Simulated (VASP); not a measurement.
Crystal: InRuS3.

```xyz
5
Lattice="3.1863 1.8396 2.6016 -3.1863 1.8396 2.6016 0.0000 -3.6792 2.6016" Properties=species:S:1:pos:R:3 pbc="T T T"
In    0.0000    0.0000    3.6919
Ru    0.0000    0.0000    7.5943
S    -1.5931    0.9198    1.3008
S     1.5931    0.9198    1.3008
S     0.0000   -1.8396    1.3008
```

- Program: VASP 6.6.1
- Task: relaxation of cell and atoms
- Functional: PBE
- Potentials or basis: VASP PAW PBE potentials, release 64 (In_d, Ru_pv, S)
- Cutoff: 600 eV
- k mesh: 4 × 4 × 4
- Occupations: gaussian, width 0.1 eV
- Spin: collinear spin, ferromagnetic start
- Starting moments: [0.0, 1.0, 0.0, 0.0, 0.0] μB

At the start: pressure 14.2 GPa; volume 18.30 Å³/atom.

**Question.** How do energy, volume and symmetry change on relaxing?

**Answer.** Over 13 steps the energy falls by 204.1 meV/atom and the volume is 20.74 Å³/atom (+13.4 %); space group R3m (No. 160, to 0.05 Å); moment 0.00 μB per cell.

The path:
```csv
step,energy change (eV),largest force (eV/Å),pressure (GPa),volume (Å³)
1,0.0000,1.5756,14.19,91.50
2,-0.2255,0.8746,-7.48,114.69
3,-0.5526,0.4477,-0.55,103.28
4,-0.5527,0.4479,-0.34,103.03
5,-0.5979,0.6874,-0.25,102.82
6,-0.7628,0.8816,0.05,102.20
7,-0.9920,0.4287,1.19,100.94
8,-0.9945,0.4166,-0.43,104.04
9,-1.0066,0.3045,0.30,102.50
10,-1.0197,0.0599,0.09,103.23
11,-1.0202,0.0457,0.07,103.40
12,-1.0204,0.0422,-0.06,103.60
13,-1.0204,0.0399,-0.15,103.72
```

Final structure:
```cif
data_structure
_symmetry_space_group_name_H-M 'P 1'
_symmetry_Int_Tables_number 1
_cell_length_a 4.6988
_cell_length_b 4.6988
_cell_length_c 4.6988
_cell_angle_alpha 89.370
_cell_angle_beta 89.370
_cell_angle_gamma 89.370
_cell_volume 103.72
loop_
_atom_site_label
_atom_site_type_symbol
_atom_site_fract_x
_atom_site_fract_y
_atom_site_fract_z
_atom_site_occupancy
In1 In 0.44612 0.44612 0.44612 1
Ru1 Ru 0.95023 0.95023 0.95023 1
S1 S 0.03110 0.48752 0.03110 1
S2 S 0.48752 0.03110 0.03110 1
S3 S 0.03110 0.03110 0.48752 1
```
